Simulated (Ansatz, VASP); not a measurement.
## BaTiO3 in VASP and in Ansatz

```
Ba Ti O
1.0
     4.01176    0.00000    0.00000
     0.00000    4.01176    0.00000
     0.00000    0.00000    4.15412
Ba Ti O
1 1 3
Cartesian
  2.0059 2.0059 2.4413
  0.0000 0.0000 0.4410
  0.0000 2.0059 0.2593
  2.0059 0.0000 0.2593
  0.0000 0.0000 2.2486
```

Change from the starting cell: hydrostatic strain +1.0%.

Alike in both runs: task single point; functional PBE; k mesh 6 × 6 × 6; occupations fermi-dirac, width 0.02 eV; no spin polarisation.

```csv
,VASP,Ansatz
version,VASP 6.6.1,Ansatz 0.2.0
potentials or method,"VASP PAW PBE potentials, release 64 (Ba_sv, Ti_sv, O)","plane waves, PAW"
plane-wave cutoff (eV),520,420
valence electrons in the cell,40,40
```

```csv
,VASP,Ansatz,Ansatz less VASP
gap on the k mesh at the Fermi level (eV),1.77,1.83,+0.059
pressure (GPa),0.8,-0.7,-1.57
"traceless stress, the component that is largest in VASP (GPa)",1.42,1.34,-0.076
rms of the force components (eV/Å),0.073,0.045,-0.0284
```

Atom by atom the forces differ by 0.034 eV/Å (rms over components).

Neither program's run includes spin-orbit coupling.
